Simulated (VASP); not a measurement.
Runs of VASP 6.6.1 on BN. The structure is that of space group F-43m (No. 216), or close to it. The cells are those of the table. 

| task | level | potentials or basis | cell | k mesh | cutoff (eV) | gap on the mesh (eV) | pressure (GPa) | relaxed volume (Å³/atom) |
| --- | --- | --- | --- | --- | --- | --- | --- | --- |
| relaxation of the atoms | r2SCAN | VASP PAW PBE potentials, release 64 (B, N) | atoms relaxed from a = 2.500 Å, angles 60.0°, 2 atoms | 14 × 14 × 14 | 520 | (a) | 28.9 | - |
| relaxation of cell and atoms | PBE | VASP PAW PBE potentials, release 64 (B, N) | relaxed from a = 2.556 Å, angles 60.0°, 2 atoms | 12 × 12 × 12 | 600 | 4.45 | 0.0 | 5.95 |
| relaxation of cell and atoms | PBEsol | VASP PAW PBE potentials, release 64 (B, N) | relaxed from a = 2.556 Å, angles 60.0°, 2 atoms | 12 × 12 × 12 | 600 | 4.28 | 0.0 | (b) |
| relaxation of the atoms | r2SCAN | VASP PAW PBE potentials, release 64 (B, N) | atoms relaxed from a = 2.552 Å, angles 60.0°, 2 atoms | 14 × 14 × 14 | 520 | 4.98 | 1.4 | - |
| relaxation of the atoms | r2SCAN | VASP PAW PBE potentials, release 64 (B, N) | atoms relaxed from a = 2.535 Å, angles 60.0°, 2 atoms | 14 × 14 × 14 | 520 | 5.01 | 9.7 | - |
| relaxation of cell and atoms | LDA | VASP PAW LDA potentials, release 64 (B, N) | relaxed from a = 2.556 Å, angles 60.0°, 2 atoms | 12 × 12 × 12 | 600 | 4.38 | -0.1 | 5.75 |
| relaxation of cell and atoms | r2SCAN | VASP PAW PBE potentials, release 64 (B, N) | relaxed from a = 2.556 Å, angles 60.0°, 2 atoms | 12 × 12 × 12 | 600 | 4.98 | 0.0 | (c) |
| relaxation of the atoms | r2SCAN | VASP PAW PBE potentials, release 64 (B, N) | atoms relaxed from a = 2.517 Å, angles 60.0°, 2 atoms | 14 × 14 × 14 | 520 | 5.03 | 18.8 | - |

Alike in all rows: no spin polarisation; smearing fermi-dirac 0.02 eV.

**Question.** Fill in the values left out.

**Answer.** (a) 5.06; (b) 5.86; (c) 5.90.

Caveats: the PAW data sets were made with another functional, which shifts forces and pressure a little (at least some runs); the relaxation stopped at its first step, so nothing moved (at least some runs).

A k mesh can miss the band edges.
